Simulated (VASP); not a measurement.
# Sn4HO8 (a cell with a defect) in VASP: notebook

Sn4HO8 (a cell with a defect) is run at these levels: PBE; tasks: single point.

All numbers are computed with VASP 6.6.1; they aren't measurements. Logs are shortened: lines on timing, memory, paths and dates and some standing lists are left out, and cuts for length are marked.

## 1. The cell of the first run

The cell holds a defect, 13 atoms: a = 5.812 Å, b = 5.812 Å, c = 5.814 Å, α = 108.08°, β = 108.08°, γ = 112.28°.

## 2. Single point, PBE

File INCAR:

```
SYSTEM = Sn4HO8
  PREC = Accurate
  ENCUT = 520
  EDIFF = 1E-7
  ISMEAR = 0
  SIGMA = 0.02
  LREAL = .FALSE.
  LASPH = .TRUE.
  NELM = 100
  ALGO = Normal
  ISIF = 2
  LWAVE = .FALSE.
  LCHARG = .FALSE.
  GGA = PE
  NBANDS = 64
```

File KPOINTS:

```
regular mesh
0
G
  3 3 3
  0 0 0
```

File POSCAR:

```
Sn4HO8
1.0
   -4.8265176449      0.0000000000      3.2381666583
    4.8265176449      0.0000000000      3.2381666583
    0.0000000000      4.8283676020     -3.2381666583
Sn O H
4 8 1
Direct
    0.2377223391      0.7537434506      0.4927984354
    0.7679506362      0.2448863514      0.5141696334
   -0.0050337283     -0.0038606258     -0.0015096199
    0.5010177799      0.5021931615     -0.0015118981
   -0.0379801555      0.3006335450      0.2725250247
    0.4705587265      0.8091734629      0.2725246105
    0.9369285331      0.7783626567      0.2166237301
    0.4597036527      0.3236593971      0.2846947692
    0.5446724138      0.6846694157      0.7306732401
    0.0675697231      0.2196066686      0.7885091430
    1.0399627803      0.6980893797      0.7316512103
    0.5322293882      0.1903564020      0.7316507961
    0.4935815335      0.4814730105      0.4763862634
```

Potentials or basis: VASP PAW PBE potentials, release 64 (Sn_d, O, H).

On the command line:

```bash
$ cat potpaw_PBE.64/Sn_d/POTCAR potpaw_PBE.64/O/POTCAR potpaw_PBE.64/H/POTCAR > POTCAR
$ mpirun -np 1 vasp_std > vasp.out
```

OUTCAR:

```text
SYSTEM = Sn4HO8
   PREC = Accurate
   ENCUT = 520
   EDIFF = 1E-7
   ISMEAR = 0
   LREAL = .FALSE.
   LASPH = .TRUE.
   NELM = 100
   ISIF = 2
   GGA = PE

 ion  position               nearest neighbor table
   1  0.238  0.754  0.493-   7 2.06  11 2.08  12 2.08   5 2.14   6 2.14   9 2.15   2 3.25   2 3.25
                             3 3.71   4 3.71
   2  0.768  0.245  0.514-  10 2.05   6 2.08   5 2.08  12 2.14  11 2.14   8 2.17   1 3.25   1 3.25
                             4 3.66   3 3.66   4 3.75   3 3.75
   3  0.995  0.996  0.998-  10 2.06   7 2.06   5 2.10  11 2.10   9 2.16   8 2.24   4 3.20   4 3.28
                             2 3.66   1 3.71   2 3.75
   4  0.501  0.502  0.998-  10 2.06   7 2.06   6 2.10  12 2.10   9 2.16   8 2.24   3 3.20   3 3.28
                             2 3.66   1 3.71   2 3.75
   5  0.962  0.301  0.273-   2 2.08   3 2.10   1 2.14
   6  0.471  0.809  0.273-   2 2.08   4 2.10   1 2.14
   7  0.937  0.778  0.217-   1 2.06   3 2.06   4 2.06
   8  0.460  0.324  0.285-  13 1.10   2 2.17   3 2.24   4 2.24
   9  0.545  0.685  0.731-   1 2.15   4 2.16   3 2.16
  10  0.068  0.220  0.789-   2 2.05   4 2.06   3 2.06
  11  0.040  0.698  0.732-   1 2.08   3 2.10   2 2.14
  12  0.532  0.190  0.732-   1 2.08   4 2.10   2 2.14
  13  0.494  0.481  0.476-   8 1.10

  LATTYP: Found a face centered orthorhombic cell.
 ALAT       =     6.4763333166
 B/A-ratio  =     1.4905093388
 C/A-ratio  =     1.4910806365

  Lattice vectors:

 A1 = (   4.8265176449,   4.8283676020,   0.0000000000)
 A2 = (   0.0000000000,   4.8283676020,   3.2381666583)
 A3 = (   4.8265176449,   0.0000000000,   3.2381666583)

Analysis of symmetry for initial positions (statically):
=====================================================================
 Subroutine PRICEL returns:
 Original cell was already a primitive cell.

 Routine SETGRP: Setting up the symmetry group for a
 face centered orthorhombic supercell.

 Subroutine GETGRP returns: Found  2 space group operations
 (whereof  1 operations were pure point group operations)
 out of a pool of  8 trial point group operations.

The static configuration has the point symmetry C_1 .
 The point group associated with its full space group is C_1h.

Analysis of symmetry for dynamics (positions and initial velocities):
=====================================================================
 Subroutine PRICEL returns:
 Original cell was already a primitive cell.

 Routine SETGRP: Setting up the symmetry group for a
 face centered orthorhombic supercell.

 Subroutine GETGRP returns: Found  2 space group operations
[... 127 lines left out ...]
   EFERMI_NEDOS =   21; number of points for ismear=-14 and -15
   IALGO  =     38    algorithm
   IMIX   =      4    mixing-type and parameters
     AMIX     =   0.40;   BMIX     =  1.00
     AMIX_MAG =   1.60;   BMIX_MAG =  1.00
  volume/ion in A,a.u.               =      11.61        78.35
  Fermi-wavevector in a.u.,A,eV,Ry     =   1.450608  2.741252 28.630251  2.104264
  Thomas-Fermi vector in A             =   2.568201
   LORBIT       =      0    0 simple, 1 ext, 2 COOP (PROOUT), +10 PAW based schemes
   GGA     = PE    functional components
   LHFCALC =     F    Hartree Fock is set to
   AEXX    =    0.0000 exact exchange contribution
   IVDW    =     0    specifies the selected vdW correction
   LEPSILON=     F    determine dielectric tensor
   LRPA    =     F    only Hartree local field effects (RPA)
 non-spin polarized calculation
 Gauss-broadening in eV      SIGMA  =   0.02
  energy-cutoff  :      520.00
  volume of cell :      150.93
 maximum number of plane-waves:      4076
 NGX is ok and might be reduce to    48
   NGX = 21   NGY = 21   NGZ = 21

 number of electron     104.9999992 magnetization

 Free energy of the ion-electron system (eV)
  ---------------------------------------------------
  ext. energy  EPLUGINS =         0.00000000
  ---------------------------------------------------
  free energy    TOTEN  =       -77.19723021 eV

  energy without entropy =      -77.19656443  energy(sigma->0) =      -77.19689732

 E-fermi :   8.9489     XC(G=0): -11.0992

 val. band max:        8.3983061419   @ k =  -0.0000  -0.3333   0.0000
 cond. band min:       8.9584683485   @ k =  -0.3333   0.3333  -0.3333
 fundamental gap:      0.5601622066
 Fermi energy:         8.9489296229

 k-point     1 :       0.0000    0.0000    0.0000
  band No.  band energies     occupation
      1     -15.1788      2.00000
      2     -14.9845      2.00000
      3     -14.7665      2.00000
      4     -14.5073      2.00000
      5     -14.4781      2.00000
      6     -14.4271      2.00000
[... 659 lines left out ...]
     63      15.6436      0.00000
     64      15.7822      0.00000

------------------------ aborting loop because EDIFF is reached ----------------------------------------

  FORCE on cell =-STRESS in cart. coord.  units (eV):
  Direction    XX          YY          ZZ          XY          YZ          ZX
  --------------------------------------------------------------------------------------
  -------------------------------------------------------------------------------------
  Total       10.0433326      4.0087987      9.7544855     -3.5882527      0.0000000      0.0000000
  in kB      106.6166449     42.5560598    103.5503406    -38.0916847      0.0000000      0.0000000
  external PRESSURE =      84.2410151 kB  Pullay stress =       0.0000000 kB

 VOLUME and BASIS-vectors are now :
 -----------------------------------------------------------------------------
  energy-cutoff  :      520.00
  volume of cell :      150.93
      direct lattice vectors                 reciprocal lattice vectors
    -4.826517645  0.000000000  3.238166658    -0.103594359  0.103554667  0.154408359
     4.826517645  0.000000000  3.238166658     0.103594359  0.103554667  0.154408359
     0.000000000  4.828367602 -3.238166658     0.000000000  0.207109334  0.000000000

 POSITION                                       TOTAL-FORCE (eV/Angst)
 -----------------------------------------------------------------------------------
      2.49058      2.37941      1.61477        -0.032381      0.051231      0.000000
     -2.52458      2.48260      1.61477        -0.026408      0.033632      0.000000
      0.00566      4.82108      3.21425         0.054748     -0.053601     -0.084856
      0.00567      4.82107      0.01529         0.054748     -0.053601      0.084856
     -3.19219      1.31585      3.20620         0.002506      0.022303      0.023084
      1.63433      1.31585      3.26151         0.002506      0.022303     -0.023084
     -0.76532      1.04594      4.85293        -0.013900      0.049442      0.000000
     -0.65662      1.37461      1.61477         0.016251      0.075088      0.000000
      0.67570      3.52796      1.61477         0.123596      0.196776      0.000000
      0.73381      3.80721     -1.62340        -0.039298      0.028399      0.000000
      3.17646      3.53268      0.02073         0.019838      0.035298     -0.023035
     -1.65006      3.53268     -0.02935         0.019838      0.035298      0.023035
     -0.05844      2.30017      1.61477        -0.182046     -0.442568      0.000000
 -----------------------------------------------------------------------------------
    total drift:                               -0.000579      0.000118      0.009277

  FREE ENERGIE OF THE ION-ELECTRON SYSTEM (eV)
  ---------------------------------------------------
  free  energy   TOTEN  =       -77.1972302130 eV

  energy  without entropy=      -77.1965644294  energy(sigma->0) =      -77.19689732
```

OSZICAR:

```text
N       E                     dE             d eps       ncg     rms          rms(c)
DAV:   1     0.160809702130E+04    0.16081E+04   -0.48463E+04  1496   0.254E+03
DAV:   2     0.265803319236E+03   -0.13423E+04   -0.12752E+04  1336   0.817E+02
DAV:   3    -0.614352711728E+02   -0.32724E+03   -0.32045E+03  1416   0.281E+02
DAV:   4    -0.883744876679E+02   -0.26939E+02   -0.26653E+02  1600   0.906E+01
DAV:   5    -0.891741043329E+02   -0.79962E+00   -0.79646E+00  1496   0.163E+01    0.216E+01
DAV:   6    -0.769427890259E+02    0.12231E+02   -0.43941E+01  2024   0.671E+01    0.765E+00
DAV:   7    -0.772528778671E+02   -0.31009E+00   -0.48682E+00  1432   0.932E+00    0.451E+00
DAV:   8    -0.772303370890E+02    0.22541E-01   -0.70647E-01  1792   0.593E+00    0.122E+00
DAV:   9    -0.771945895477E+02    0.35748E-01   -0.19947E-01  1936   0.422E+00    0.221E-01
DAV:  10    -0.771965152385E+02   -0.19257E-02   -0.16384E-02  1472   0.757E-01    0.149E-01
DAV:  11    -0.771971505494E+02   -0.63531E-03   -0.18884E-03  1768   0.239E-01    0.574E-02
DAV:  12    -0.771972114347E+02   -0.60885E-04   -0.21333E-04  1784   0.107E-01    0.199E-02
DAV:  13    -0.771972290594E+02   -0.17625E-04   -0.85427E-05  1520   0.480E-02    0.796E-03
DAV:  14    -0.771972304115E+02   -0.13521E-05   -0.67239E-06  1576   0.194E-02    0.525E-03
DAV:  15    -0.771972303891E+02    0.22408E-07   -0.28541E-06  1736   0.118E-02    0.225E-03
DAV:  16    -0.771972302691E+02    0.12003E-06   -0.46262E-07  1328   0.443E-03    0.110E-03
DAV:  17    -0.771972302130E+02    0.56012E-07   -0.68241E-08   880   0.182E-03
   1 F= -.77197230E+02 E0= -.77196897E+02  d E =-.665784E-03
```

Run time: 94 s. Hardware: 1 thread of Intel Xeon 6975P-C (Granite Rapids), shared host; peak memory 0.35 GiB.

Results:

* Free energy: -77.1972 eV
* Pressure: 8.4 GPa
* Largest force: 0.479 eV/Å
* Band gap on the k mesh: zero (an odd number of electrons rules out a gap without spin polarisation)

Forces in eV/Å, atoms in the order of the input:
```
Sn  -0.032  0.051  0.000
Sn  -0.026  0.034  0.000
Sn   0.055 -0.054 -0.085
Sn   0.055 -0.054  0.085
O    0.003  0.022  0.023
O    0.003  0.022 -0.023
O   -0.014  0.049  0.000
O    0.016  0.075  0.000
O    0.124  0.197  0.000
O   -0.039  0.028  0.000
O    0.020  0.035 -0.023
O    0.020  0.035  0.023
H   -0.182 -0.443  0.000
```

Stress tensor (GPa, compression positive):
```
10.66 -3.81  0.00
-3.81  4.26  0.00
 0.00  0.00 10.36
```

Caveat: the k points lie up to 0.45 Å⁻¹ apart, too coarse for converged energies and pressures of a metal; spin-orbit coupling is left out, which moves the levels of the heavy elements; an odd number of electrons without spin polarisation forces a metal; a magnetic or distorted state may lie lower.

## 3. Single point, PBE

File INCAR:

```
SYSTEM = Sn4HO8
PREC     = Accurate       ! precision mode
ENCUT    = 520            ! plane-wave cutoff, eV
EDIFF    = 1E-6           ! SCF threshold, eV
ISMEAR   = 0              ! smearing method
SIGMA    = 0.02           ! smearing width, eV
LREAL    = .FALSE.        ! projectors in reciprocal space
LASPH    = .TRUE.         ! aspherical terms in the spheres
NELM     = 60             ! most SCF steps
ALGO     = Normal         ! electronic algorithm
ISIF     = 2              ! what is computed and relaxed
LWAVE    = .FALSE.        ! write WAVECAR
LCHARG   = .FALSE.        ! write CHGCAR
GGA      = PE             ! functional
NBANDS   = 64             ! bands
```

KPOINTS is that of step 2.

File POSCAR:

```
Sn4HO8
1.0
   -4.8265176449      0.0000000000      3.2381666583
    4.8265176449      0.0000000000      3.2381666583
    0.0000000000      4.8283676020     -3.2381666583
Sn O H
4 8 1
Direct
    0.2320493542      0.7551138461      0.4858304490
    0.7622774970      0.2462563854      0.5072014399
    0.0050337283      0.0038606258      0.0015096199
    0.4989823256      0.4978069440      0.0015118981
   -0.0399628407      0.3019105598      0.2683488721
    0.4677705514      0.8096435376      0.2683492863
    0.9324302165      0.7803932710      0.2114909394
    0.4553275766      0.3153305747      0.2693266353
    0.5402964413      0.6763406968      0.7153053132
    0.0630714574      0.2216373337      0.7833761453
    1.0379801459      0.6993664455      0.7274748506
    0.5294413675      0.1908266311      0.7274754719
    0.5064184569      0.5185269799      0.5236136120
```

Potentials or basis: VASP PAW PBE potentials, release 64 (Sn_d, O, H).

On the command line:

```bash
$ cat potpaw_PBE.64/Sn_d/POTCAR potpaw_PBE.64/O/POTCAR potpaw_PBE.64/H/POTCAR > POTCAR
$ mpirun -np 1 vasp_std > vasp.out
```

OUTCAR:

```text
SYSTEM = Sn4HO8
   PREC = Accurate
   ENCUT = 520
   EDIFF = 1E-6
   ISMEAR = 0
   LREAL = .FALSE.
   LASPH = .TRUE.
   NELM = 60
   ISIF = 2
   GGA = PE

 ion  position               nearest neighbor table
   1  0.232  0.755  0.486-   7 2.05  12 2.08  11 2.08   6 2.14   5 2.14   9 2.17   2 3.25   2 3.25
                             4 3.66   3 3.66   4 3.75   3 3.75
   2  0.762  0.246  0.507-  10 2.06   5 2.08   6 2.08  11 2.14  12 2.14   8 2.15   1 3.25   1 3.25
                             3 3.71   4 3.71
   3  0.005  0.004  0.002-   7 2.06  10 2.06  11 2.10   5 2.10   8 2.16   9 2.24   4 3.20   4 3.28
                             1 3.66   2 3.71   1 3.75
   4  0.499  0.498  0.002-   7 2.06  10 2.06  12 2.10   6 2.10   8 2.16   9 2.24   3 3.20   3 3.28
                             1 3.66   2 3.71   1 3.75
   5  0.960  0.302  0.268-   2 2.08   3 2.10   1 2.14
   6  0.468  0.810  0.268-   2 2.08   4 2.10   1 2.14
   7  0.932  0.780  0.211-   1 2.05   4 2.06   3 2.06
   8  0.455  0.315  0.269-   2 2.15   4 2.16   3 2.16
   9  0.540  0.676  0.715-  13 1.10   1 2.17   3 2.24   4 2.24
  10  0.063  0.222  0.783-   2 2.06   3 2.06   4 2.06
  11  0.038  0.699  0.727-   1 2.08   3 2.10   2 2.14
  12  0.529  0.191  0.727-   1 2.08   4 2.10   2 2.14
[... 876 lines left out ...]
  FORCE on cell =-STRESS in cart. coord.  units (eV):
  Direction    XX          YY          ZZ          XY          YZ          ZX
  --------------------------------------------------------------------------------------
  -------------------------------------------------------------------------------------
  Total       10.0337705      3.9994718      9.7450857     -3.5882728      0.0000000      0.0000000
  in kB      106.5151362     42.4570492    103.4505553    -38.0918980      0.0000000      0.0000000
  external PRESSURE =      84.1409136 kB  Pullay stress =       0.0000000 kB

 VOLUME and BASIS-vectors are now :
 -----------------------------------------------------------------------------
  energy-cutoff  :      520.00
  volume of cell :      150.93
      direct lattice vectors                 reciprocal lattice vectors
    -4.826517645  0.000000000  3.238166658    -0.103594359  0.103554667  0.154408359
     4.826517645  0.000000000  3.238166658     0.103594359  0.103554667  0.154408359
     0.000000000  4.828367602 -3.238166658     0.000000000  0.207109334  0.000000000

 POSITION                                       TOTAL-FORCE (eV/Angst)
 -----------------------------------------------------------------------------------
      2.52458      2.34577      1.62340         0.026352     -0.033657     -0.000000
     -2.49059      2.44896      1.62340         0.032439     -0.051293     -0.000000
     -0.00566      0.00729      0.02391        -0.054811      0.053601      0.084956
     -0.00567      0.00730      3.22287        -0.054811      0.053601     -0.084956
     -3.17646      1.29569      3.21744        -0.019832     -0.035321      0.023051
      1.65006      1.29569      3.26752        -0.019832     -0.035321     -0.023051
     -0.73381      1.02116      4.86157         0.039261     -0.028420      0.000000
     -0.67570      1.30041      1.62339        -0.123561     -0.196719     -0.000000
      0.65662      3.45376      1.62340        -0.016133     -0.074938     -0.000000
      0.76532      3.78243     -1.61477         0.013887     -0.049478     -0.000000
      3.19219      3.51252      0.03197        -0.002512     -0.022322     -0.023119
     -1.63433      3.51252     -0.02334        -0.002512     -0.022322      0.023119
      0.05844      2.52820      1.62340         0.182066      0.442590      0.000000
 -----------------------------------------------------------------------------------
    total drift:                                0.000570      0.000219     -0.005677

  FREE ENERGIE OF THE ION-ELECTRON SYSTEM (eV)
  ---------------------------------------------------
  free  energy   TOTEN  =       -77.1972303154 eV

  energy  without entropy=      -77.1965645318  energy(sigma->0) =      -77.19689742
```

OSZICAR:

```text
N       E                     dE             d eps       ncg     rms          rms(c)
DAV:   1     0.161375468043E+04    0.16138E+04   -0.48546E+04  1480   0.254E+03
DAV:   2     0.263574937143E+03   -0.13502E+04   -0.12818E+04  1344   0.810E+02
DAV:   3    -0.599435304516E+02   -0.32352E+03   -0.31633E+03  1384   0.281E+02
DAV:   4    -0.882935022363E+02   -0.28350E+02   -0.28010E+02  1584   0.915E+01
DAV:   5    -0.891710863706E+02   -0.87758E+00   -0.87464E+00  1512   0.168E+01    0.216E+01
DAV:   6    -0.769450112589E+02    0.12226E+02   -0.43769E+01  2040   0.671E+01    0.764E+00
DAV:   7    -0.772530571274E+02   -0.30805E+00   -0.48437E+00  1440   0.928E+00    0.451E+00
DAV:   8    -0.772308374072E+02    0.22220E-01   -0.70915E-01  1808   0.595E+00    0.122E+00
DAV:   9    -0.771946088152E+02    0.36229E-01   -0.20248E-01  1944   0.424E+00    0.224E-01
DAV:  10    -0.771965215115E+02   -0.19127E-02   -0.16452E-02  1488   0.759E-01    0.150E-01
DAV:  11    -0.771971481692E+02   -0.62666E-03   -0.19025E-03  1760   0.240E-01    0.570E-02
DAV:  12    -0.771972118219E+02   -0.63653E-04   -0.21722E-04  1808   0.105E-01    0.200E-02
DAV:  13    -0.771972290343E+02   -0.17212E-04   -0.84282E-05  1536   0.478E-02    0.791E-03
DAV:  14    -0.771972303822E+02   -0.13478E-05   -0.71492E-06  1480   0.195E-02    0.537E-03
DAV:  15    -0.771972303154E+02    0.66791E-07   -0.25879E-06  1160   0.117E-02
   1 F= -.77197230E+02 E0= -.77196897E+02  d E =-.665784E-03
```

stdout:

```text
POSCAR found type information on POSCAR SnO H
 POSCAR found :  3 types and      13 ions
 scaLAPACK will be used
 LDA part: xc-table for (Slater+PW92), standard interpolation
 POSCAR, INCAR and KPOINTS ok, starting setup
 FFT: planning ... GRIDC
 FFT: planning ... GRID_SOFT
 FFT: planning ... GRID
 WAVECAR not read
 entering main loop
```

It took 85 s on 1 thread of Intel Xeon 6975P-C (Granite Rapids), shared host; peak memory 0.35 GiB.

What came out:

```
Free energy            : -77.1972 eV
Pressure               : 8.4 GPa
Largest force          : 0.479 eV/Å
Band gap on the k mesh : zero (an odd number of electrons rules out a gap without spin polarisation)
```

Forces in eV/Å, atoms in the order of the input:
```
Sn   0.026 -0.034  0.000
Sn   0.032 -0.051  0.000
Sn  -0.055  0.054  0.085
Sn  -0.055  0.054 -0.085
O   -0.020 -0.035  0.023
O   -0.020 -0.035 -0.023
O    0.039 -0.028  0.000
O   -0.124 -0.197  0.000
O   -0.016 -0.075  0.000
O    0.014 -0.049  0.000
O   -0.003 -0.022 -0.023
O   -0.003 -0.022  0.023
H    0.182  0.443  0.000
```

Levels at points of the mesh, in eV from the Fermi level:
| k point | band 49 | band 50 | band 51 | band 52 | band 53 | band 54 | band 55 | band 56 |
| --- | --- | --- | --- | --- | --- | --- | --- | --- |
| (0.00, 0.00, 0.00) | -4.04 | -3.78 | -3.75 | -3.72 | -2.63 | 0.79 | 0.98 | 2.20 |

Caveat: the k points lie up to 0.45 Å⁻¹ apart, too coarse for converged energies and pressures of a metal; spin-orbit coupling is left out, which moves the levels of the heavy elements; an odd number of electrons without spin polarisation forces a metal; a magnetic or distorted state may lie lower.

(Continued in part 2 of 2.)
